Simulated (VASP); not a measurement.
# TiAl3 (P1) in VASP: single point with PBEsol

Aim: the single point of TiAl3 with PBEsol.

All numbers are computed with VASP 6.6.1; they aren't measurements. Logs are shortened: lines on timing, memory, paths and dates and some standing lists are left out, and cuts for length are marked.

## (1) The cell of the first run

The typed cell holds 4 atoms: a = 4.016 Å, b = 3.985 Å, c = 3.941 Å, α = 90.42°, β = 90.93°, γ = 89.59°.

## (2) Single point, PBEsol (atoms moved at random and the cell strained at random)

INCAR

```
ALGO = Fast ; EDIFF = 1E-6
ENCUT = 520 ; GGA = PS
ISIF = 2 ; ISMEAR = 0
LASPH = T ; LCHARG = F
LREAL = F ; LWAVE = F
NBANDS = 18 ; NELM = 100
PREC = Accurate ; SIGMA = 0.1
```

KPOINTS

```
k-points
0
Gamma
  10 10 10
```

POSCAR

```
TiAl3
1.0
    4.0160347933      0.0142799732     -0.0322387207
    0.0142799732      3.9849432172     -0.0145173135
   -0.0322387207     -0.0145173135      3.9411539365
Ti Al
1 3
Direct
    0.0154032012     -0.0384612346      0.0066284578
    0.4928709950      0.5156281946     -0.0055262429
    0.4918774848      0.0184191242      0.5041889224
   -0.0001516810      0.5044139158      0.4947088626
```

Potentials or basis: VASP PAW PBE potentials, release 64 (Ti_sv, Al).

Command:

```console
$ cat potpaw_PBE.64/Ti_sv/POTCAR potpaw_PBE.64/Al/POTCAR > POTCAR
$ mpirun -np 1 vasp_std > vasp.out
```

OUTCAR:

```text
EDIFF = 1E-6
   ENCUT = 520
   GGA = PS
   ISIF = 2
   ISMEAR = 0
   LASPH = T
   LREAL = F
   NELM = 100
   PREC = Accurate

 ion  position               nearest neighbor table
   1  0.015  0.962  0.007-   2 2.61   4 2.66   4 2.71   3 2.73   2 2.76   3 2.79   3 2.87   4 2.89
                             3 2.90   2 2.94   4 2.97   2 3.04
   2  0.493  0.516  0.994-   1 2.61   3 2.76   1 2.76   4 2.77   3 2.79   4 2.81   4 2.82   3 2.83
                             3 2.83   4 2.86   1 2.94   1 3.04
   3  0.492  0.018  0.504-   1 2.73   4 2.76   2 2.76   1 2.79   2 2.79   4 2.82   2 2.83   2 2.83
                             4 2.86   1 2.87   4 2.88   1 2.90
   4  1.000  0.504  0.495-   1 2.66   1 2.71   3 2.76   2 2.77   2 2.81   2 2.82   3 2.82   2 2.86
                             3 2.86   3 2.88   1 2.89   1 2.97

  LATTYP: Found a triclinic cell.
 ALAT       =     3.9413125274
 B/A-ratio  =     1.4160868508
 C/A-ratio  =     1.0110832924
 COS(alpha) =     0.0000361596
 COS(beta)  =     0.0073554809
 COS(gamma) =     0.6945001457

  Lattice vectors:

 A1 = (   0.0322387207,   0.0145173135,  -3.9411539365)
 A2 = (  -3.9837960726,   0.0002373403,  -3.9089152158)
 A3 = (   0.0142799732,   3.9849432172,  -0.0145173135)

Analysis of symmetry for initial positions (statically):
=====================================================================
 Subroutine PRICEL returns:
 Original cell was already a primitive cell.

 Routine SETGRP: Setting up the symmetry group for a
 triclinic supercell.

 Subroutine GETGRP returns: Found  1 space group operations
 (whereof  1 operations were pure point group operations)
 out of a pool of  2 trial point group operations.

The static configuration has the point symmetry C_1 .

Analysis of symmetry for dynamics (positions and initial velocities):
=====================================================================
 Subroutine PRICEL returns:
 Original cell was already a primitive cell.

 Routine SETGRP: Setting up the symmetry group for a
 triclinic supercell.

 Subroutine GETGRP returns: Found  1 space group operations
 (whereof  1 operations were pure point group operations)
 out of a pool of  2 trial point group operations.

The dynamic configuration has the point symmetry C_1 .

 Subroutine INISYM returns: Found  1 space group operations
 (whereof  1 operations are pure point group operations),
 and found     1 'primitive' translations

----------------------------------------------------------------------------------------

                                     Primitive cell

  volume of cell :      63.0672

  direct lattice vectors                    reciprocal lattice vectors
     4.016034793  0.014279973 -0.032238721     0.249021299 -0.000884954  0.002033740
     0.014279973  3.984943217 -0.014517314    -0.000884954  0.250951117  0.000917144
    -0.032238721 -0.014517314  3.941153937     0.002033740  0.000917144  0.253752808

  length of vectors
     4.016189576  3.984995246  3.941312527     0.249031176  0.250954353  0.253762615

  position of ions in fractional coordinates (direct lattice)
     0.015403201  0.961538765  0.006628458
     0.492870995  0.515628195  0.994473757
     0.491877485  0.018419124  0.504188922
     0.999848319  0.504413916  0.494708863

  ion indices of the primitive-cell ions
   primitive index   ion index
                 1           1
                 2           2
                 3           3
                 4           4

----------------------------------------------------------------------------------------

 KPOINTS: k-points

Automatic generation of k-mesh.
 Grid dimensions read from file:
 generate k-points for:   10   10   10

 Generating k-lattice:

  Cartesian coordinates                     Fractional coordinates (reciprocal lattice)
     0.024902130 -0.000088495  0.000203374     0.100000000 -0.000000000  0.000000000
    -0.000088495  0.025095112  0.000091714     0.000000000  0.100000000 -0.000000000
     0.000203374  0.000091714  0.025375281     0.000000000  0.000000000  0.100000000

  Length of vectors
     0.024903118  0.025095435  0.025376262

  Shift w.r.t. Gamma in fractional coordinates (k-lattice)
     0.000000000  0.000000000  0.000000000

 Subroutine IBZKPT returns following result:
 ===========================================

 Found    504 irreducible k-points:

 Following reciprocal coordinates:
            Coordinates               Weight
  0.000000  0.000000  0.000000      1.000000
  0.100000  0.000000 -0.000000      2.000000
  0.200000  0.000000 -0.000000      2.000000
  0.300000  0.000000 -0.000000      2.000000
  0.400000  0.000000  0.000000      2.000000
  0.500000  0.000000 -0.000000      1.000000
[... 16 lines left out ...]
 -0.400000  0.200000  0.000000      2.000000
 -0.300000  0.200000  0.000000      2.000000
 [... further k-points ...]
   k-points           NKPTS =    504   k-points in BZ     NKDIM =    504   number of bands    NBANDS=     18
   number of dos      NEDOS =    301   number of ions     NIONS =      4
   total plane-waves  NPLWV =  27000
   dimension x,y,z NGX =    30 NGY =   30 NGZ =   30
   dimension x,y,z NGXF=    60 NGYF=   60 NGZF=   60
   ions per type =               1   3
   NGX,Y,Z   is equivalent  to a cutoff of  12.42, 12.52, 12.65 a.u.
   NGXF,Y,Z  is equivalent  to a cutoff of  24.84, 25.03, 25.31 a.u.
 SYSTEM =  unknown system
   PREC   = accura    normal or accurate (medium, high low for compatibility)
   ISTART =      0    job   : 0-new  1-cont  2-samecut
   ICHARG =      2    charge: 1-file 2-atom 10-const
   ISPIN  =      1    spin polarized calculation?
   LNONCOLLINEAR =      F non collinear calculations
   LSORBIT =      F    spin-orbit coupling
   LASPH  =      T    aspherical Exc in radial PAW
   ENCUT  =  520.0 eV  38.22 Ry    6.18 a.u.   7.47  7.41  7.33*2*pi/ulx,y,z
   NELM   =    100;   NELMIN=  2; NELMDL= -5     # of ELM steps
   EDIFF  = 0.1E-05   stopping-criterion for ELM
   LREAL  =      F    real-space projection
   EDIFFG = 0.1E-04   stopping-criterion for IOM
   NSW    =      0    number of steps for IOM
   IBRION =     -1    ionic relax: 0-MD 1-quasi-New 2-CG
   NFREE  =      0    steps in history (QN), initial steepest desc. (CG)
   ISIF   =      2    stress and relaxation
   ISYM   =      2    0-nonsym 1-usesym 2-fastsym
   POTIM  = 0.5000    time-step for ionic-motion
   TEBEG  =    0.0;   TEEND  =   0.0 temperature during run
   PSTRESS=    0.0 pullay stress
   NELECT =      21.0000    total number of electrons
   NUPDOWN=      -1.0000    fix difference up-down
   EMIN   =  10.00;   EMAX   =-10.00  energy-range for DOS
   EFERMI =   0.00;   METHOD = LEGACY
   ISMEAR =     0;   SIGMA  =   0.10  broadening in eV -4-tet -1-fermi 0-gaus
   EFERMI_NEDOS =   21; number of points for ismear=-14 and -15
   IALGO  =     68    algorithm
   IMIX   =      4    mixing-type and parameters
     AMIX     =   0.40;   BMIX     =  1.00
     AMIX_MAG =   1.60;   BMIX_MAG =  1.00
  volume/ion in A,a.u.               =      15.77       106.40
  Fermi-wavevector in a.u.,A,eV,Ry     =   1.134698  2.144268 17.518031  1.287539
  Thomas-Fermi vector in A             =   2.271402
   LORBIT       =      0    0 simple, 1 ext, 2 COOP (PROOUT), +10 PAW based schemes
   GGA     = PS    functional components
   LHFCALC =     F    Hartree Fock is set to
   AEXX    =    0.0000 exact exchange contribution
   IVDW    =     0    specifies the selected vdW correction
   LEPSILON=     F    determine dielectric tensor
   LRPA    =     F    only Hartree local field effects (RPA)
 non-spin polarized calculation
 RMM-DIIS sequential band-by-band and
 Gauss-broadening in eV      SIGMA  =   0.10
  energy-cutoff  :      520.00
  volume of cell :       63.07
 maximum number of plane-waves:      1727
 NGX is ok and might be reduce to    30
   NGX = 15   NGY = 15   NGZ = 15

 number of electron      21.0000003 magnetization

 Free energy of the ion-electron system (eV)
  ---------------------------------------------------
  ext. energy  EPLUGINS =         0.00000000
  ---------------------------------------------------
  free energy    TOTEN  =       -21.88592247 eV

  energy without entropy =      -21.87391247  energy(sigma->0) =      -21.87991747

 E-fermi :   8.8175     XC(G=0): -10.8309

 val. band max:        8.8171617491   @ k =  -0.1000  -0.0000   0.1000
 cond. band min:       8.8176416553   @ k =  -0.1000  -0.2000   0.3000
 fundamental gap:      0.0004799062
 Fermi energy:         8.8174601585

 k-point     1 :       0.0000    0.0000    0.0000
  band No.  band energies     occupation
      1     -47.8927      2.00000
      2     -24.3092      2.00000
      3     -24.3034      2.00000
      4     -24.2890      2.00000
      5      -1.8666      2.00000
      6       5.6374      2.00000
[... 10 lines left out ...]
     17      14.3493      0.00000
     18      14.6127      0.00000

 k-point     2 :       0.1000    0.0000   -0.0000
  band No.  band energies     occupation
      1     -47.8926      2.00000
      2     -24.3107      2.00000
      3     -24.3033      2.00000
      4     -24.2891      2.00000
      5      -1.7724      2.00000
      6       4.9304      2.00000
[... 10 lines left out ...]
     17      14.3009      0.00000
     18      14.4464      0.00000

 k-point     3 :       0.2000    0.0000   -0.0000
  band No.  band energies     occupation
      1     -47.8924      2.00000
      2     -24.3146      2.00000
      3     -24.3030      2.00000
      4     -24.2892      2.00000
      5      -1.4927      2.00000
      6       3.7640      2.00000
[... 10 lines left out ...]
     17      13.6890      0.00000
     18      13.7971      0.00000

 k-point     4 :       0.3000    0.0000   -0.0000
  band No.  band energies     occupation
      1     -47.8922      2.00000
      2     -24.3196      2.00000
      3     -24.3026      2.00000
      4     -24.2892      2.00000
      5      -1.0368      2.00000
      6       2.5949      2.00000
[... 375 lines left out ...]
      4     -24.2892      2.00000
      5       0.3649      2.00000
      6       1.2892      2.00000
[... 10 lines left out ...]
     17      13.4775      0.00000
     18      14.0415      0.00000

 k-point    23 :      -0.4000    0.2000    0.0000
  band No.  band energies     occupation
      1     -47.8918      2.00000
      2     -24.3230      2.00000
      3     -24.3079      2.00000
      4     -24.2892      2.00000
      5      -0.0805      2.00000
      6       1.8796      2.00000
[... 10 lines left out ...]
     17      13.4739      0.00000
     18      14.0175      0.00000

 k-point    24 :      -0.3000    0.2000    0.0000
  band No.  band energies     occupation
      1     -47.8920      2.00000
      2     -24.3190      2.00000
      3     -24.3083      2.00000
      4     -24.2893      2.00000
      5      -0.6668      2.00000
      6       2.8987      2.00000
[... 10 lines left out ...]
     17      13.4239      0.00000
     18      14.2580      0.00000

 [... further k-points ...]

------------------------ aborting loop because EDIFF is reached ----------------------------------------

  FORCE on cell =-STRESS in cart. coord.  units (eV):
  Direction    XX          YY          ZZ          XY          YZ          ZX
  --------------------------------------------------------------------------------------
  -------------------------------------------------------------------------------------
  Total       -0.7642525     -0.2457872     -0.0759700     -0.5678100      0.0929214      0.4953556
  in kB      -19.4153059     -6.2440549     -1.9299662    -14.4248202      2.3606027     12.5841656
  external PRESSURE =      -9.1964423 kB  Pullay stress =       0.0000000 kB

 VOLUME and BASIS-vectors are now :
 -----------------------------------------------------------------------------
  energy-cutoff  :      520.00
  volume of cell :       63.07
      direct lattice vectors                 reciprocal lattice vectors
     4.016034793  0.014279973 -0.032238721     0.249021299 -0.000884954  0.002033740
     0.014279973  3.984943217 -0.014517314    -0.000884954  0.250951117  0.000917144
    -0.032238721 -0.014517314  3.941153937     0.002033740  0.000917144  0.253752808

 POSITION                                       TOTAL-FORCE (eV/Angst)
 -----------------------------------------------------------------------------------
      0.07538      3.83180      0.01167        -0.834377      1.718152     -0.293346
      1.95469      2.04735      3.89600         0.499892     -0.782001      0.167802
      1.95941      0.07310      1.97096         0.452531     -0.404915     -0.060402
      4.00668      2.01716      1.91017        -0.118045     -0.531236      0.185946
 -----------------------------------------------------------------------------------
    total drift:                               -0.001291      0.003992     -0.000852

  FREE ENERGIE OF THE ION-ELECTRON SYSTEM (eV)
  ---------------------------------------------------
  free  energy   TOTEN  =       -21.8859224660 eV

  energy  without entropy=      -21.8739124739  energy(sigma->0) =      -21.87991747
```

It took 7.7 min on 1 thread of Intel Xeon 6975P-C (Granite Rapids), shared host; peak memory 0.59 GiB.

Results:

```
Free energy   : -21.8859 eV
Pressure      : -0.9 GPa
Largest force : 1.932 eV/Å
```

Forces in eV/Å, atoms in the order of the input:
```
Ti  -0.834  1.718 -0.293
Al   0.500 -0.782  0.168
Al   0.453 -0.405 -0.060
Al  -0.118 -0.531  0.186
```

Levels at points of the mesh, in eV from the Fermi level:
| k point | band 7 | band 8 | band 9 | band 10 | band 11 | band 12 | band 13 | band 14 |
| --- | --- | --- | --- | --- | --- | --- | --- | --- |
| (0.00, 0.00, 0.00) | -3.00 | -2.25 | -2.07 | -1.97 | 0.14 | 0.16 | 0.21 | 0.72 |
| (0.50, 0.00, 0.00) | -2.20 | -2.15 | -2.08 | 0.24 | 0.70 | 0.74 | 0.94 | 1.01 |
| (0.00, 0.50, 0.00) | -2.31 | -2.17 | -2.11 | 0.35 | 0.63 | 0.70 | 0.93 | 1.14 |
| (0.50, 0.50, 0.00) | -6.07 | -4.96 | -1.20 | -1.16 | 0.65 | 0.78 | 1.08 | 1.26 |
| (0.00, 0.00, 0.50) | -2.29 | -2.20 | -2.15 | 0.12 | 0.74 | 0.90 | 0.93 | 1.02 |
| (0.50, 0.00, 0.50) | -5.96 | -4.93 | -1.27 | -1.16 | 0.42 | 0.82 | 1.12 | 1.39 |
| (0.00, 0.50, 0.50) | -5.98 | -4.95 | -1.29 | -1.26 | 0.53 | 0.83 | 1.05 | 1.17 |
| (0.50, 0.50, 0.50) | -5.02 | -4.81 | -3.54 | -3.40 | -3.36 | 0.17 | 1.14 | 1.23 |

Caveat: the cell differs from its parent crystal (atoms moved at random and the cell strained at random); the PAW data sets were made with another functional, which shifts forces and pressure a little.
